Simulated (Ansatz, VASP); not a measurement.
Si2W: VASP beside Ansatz

INCAR

```
SYSTEM = Si2W
  ALGO = Normal
  EDIFF = 1E-7
  ENCUT = 520
  GGA = PE
  ISIF = 2
  ISMEAR = 0
  LASPH = .TRUE.
  LCHARG = .FALSE.
  LREAL = .FALSE.
  LWAVE = .FALSE.
  NBANDS = 43
  NELM = 80
  PREC = Accurate
  SIGMA = 0.03
```

The input KPOINTS:

```
k-points
0
G
  9 9 6
  0 0 0
```

File POSCAR:

```
Si2W
1.0
    4.5661651910      0.0000000000      0.0000000000
   -2.2830825955      3.9544150533      0.0000000000
    0.0000000000      0.0000000000      6.7880611730
Si W
6 3
Direct
    0.8363432358      0.6726864716      0.5000000000
    0.1636567642      0.8363432358      0.8333333333
    0.6726864716      0.8363432358      0.1666666667
    0.1636567642      0.3273135284      0.5000000000
    0.8363432358      0.1636567642      0.8333333333
    0.3273135284      0.1636567642      0.1666666667
    0.0000000000      0.5000000000      0.1666666667
    0.5000000000      0.5000000000      0.8333333333
    0.5000000000      0.0000000000      0.5000000000
```

Input for Ansatz:

```yaml
crystal:
  lattice:
    - [4.566165191, 0.0, 0.0]
    - [-2.2830825955, 3.9544150533, 0.0]
    - [0.0, 0.0, 6.788061173]
  atoms:
    - { symbol: Si, position: [0.8363432358, 0.6726864716, 0.5] }
    - { symbol: Si, position: [0.1636567642, 0.8363432358, 0.8333333333] }
    - { symbol: Si, position: [0.6726864716, 0.8363432358, 0.1666666667] }
    - { symbol: Si, position: [0.1636567642, 0.3273135284, 0.5] }
    - { symbol: Si, position: [0.8363432358, 0.1636567642, 0.8333333333] }
    - { symbol: Si, position: [0.3273135284, 0.1636567642, 0.1666666667] }
    - { symbol: W, position: [0.0, 0.5, 0.1666666667] }
    - { symbol: W, position: [0.5, 0.5, 0.8333333333] }
    - { symbol: W, position: [0.5, 0.0, 0.5] }
basis:
  ecutwfc: 420
kpoints:
  mp_grid: { grid: [9, 9, 6] }
hamiltonian:
  xc: pbe
  pseudopotentials: { kind: paw, azcp: { folder: soft_1 } }
scf:
  occupations: { method: gaussian, width: 0.03 }
output:
  forces: true
  stress: true
  eigenvalues: true
```

Alike in both runs: task single point; functional PBE; k mesh 9 × 9 × 6; occupations gaussian, width 0.03 eV; no spin polarisation.

|  | VASP | Ansatz |
| --- | --- | --- |
| version | VASP 6.6.1 | Ansatz 0.2.0 |
| potentials or method | VASP PAW PBE potentials, release 64 (Si, W_sv), cutoff 520 eV | scalar-relativistic, plane waves, PAW |
| valence electrons in the cell | 66 | 66 |

Ansatz gave:

```
gap on the k mesh at the Fermi level (eV)                     : 0.24
least direct gap on the mesh (eV)                             : 0.86
pressure (GPa)                                                : -0.1
traceless stress, the component that is largest in VASP (GPa) : -5.15
rms of the force components (eV/Å)                            : 0.019
```

**Question.** Which values does VASP return?

**Answer.** gap on the k mesh at the Fermi level (eV): 0.24; least direct gap on the mesh (eV): 0.86; pressure (GPa): 0.0; traceless stress, the component that is largest in VASP (GPa): -5.16; rms of the force components (eV/Å): 0.018.

Atom by atom the forces differ by 0.001 eV/Å (rms over components).

Neither program's run includes spin-orbit coupling.
